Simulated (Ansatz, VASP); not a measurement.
**W: VASP beside Ansatz**

```
W
1.0
    -1.58413    1.58413    1.58413
     1.58413   -1.58413    1.58413
     1.58413    1.58413   -1.58413
W
1
Direct
  0.00000 0.00000 0.00000
```

Alike in both runs: task single point; functional r2SCAN; k mesh 18 × 18 × 18; occupations gaussian, width 0.05 eV; no spin polarisation.

|  | VASP | Ansatz |
| --- | --- | --- |
| version | VASP 6.6.1 | Ansatz 0.2.0 |
| potentials or method | VASP PAW PBE potentials, release 64 (W_sv), cutoff 520 eV | scalar-relativistic, plane waves, PAW |
| valence electrons in the cell | 14 | 14 |

|  | VASP | Ansatz | Ansatz less VASP |
| --- | --- | --- | --- |
| gap on the k mesh at the Fermi level (eV) | none | none | - |
| pressure (GPa) | 1.2 | 0.0 | -1.24 |

VASP's potentials were made for PBE, not for r2SCAN. A gap of «none» marks a metal or a gap that the smearing closes.

Neither program's run includes spin-orbit coupling.
